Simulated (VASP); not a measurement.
A run of VASP 6.6.1 is set up as follows.

Contents of INCAR:

```
SYSTEM = ZrB
  PREC = Accurate
  ENCUT = 520
  EDIFF = 1E-8
  ISMEAR = -1
  SIGMA = 0.05
  LREAL = .False.
  LASPH = .True.
  NELM = 60
  ALGO = Normal
  ISIF = 2
  LWAVE = .False.
  LCHARG = .True.
  NBANDS = 14
  IBRION = 8
  NSW = 1
```

KPOINTS

```
regular mesh
0
Gamma
  7 7 5
  0 0 0
```

File POSCAR:

```
ZrB
1.0
    1.9614334600     -1.9857162700      0.0000000000
    1.9614334600      1.9857162700      0.0000000000
    0.0000000000      0.0000000000      4.0139456300
Zr B
1 1
Direct
    0.0000000000      0.0000000000      0.5000000000
    0.5000000000      0.5000000000      0.5000000000
```

Potentials or basis: VASP PAW LDA potentials, release 64 (Zr_sv, B).

Run with:

```console
$ cat potpaw_LDA.64/Zr_sv/POTCAR potpaw_LDA.64/B/POTCAR > POTCAR
$ mpirun -np 1 vasp_std > vasp.out
```

Task: What does it give for the highest phonon frequency at Γ?

Result: 962 cm⁻¹.

Task: What does it give for the most unstable mode?

Result: 470i cm⁻¹.

Phonon frequencies in cm⁻¹ (negative: imaginary):
```
              q point         frequencies
(0.000, 0.000, 0.000)  -470 0 0 0 929 962
```

Caveat: the cell stands under pressure or tension, which shifts response properties; some modes are imaginary.
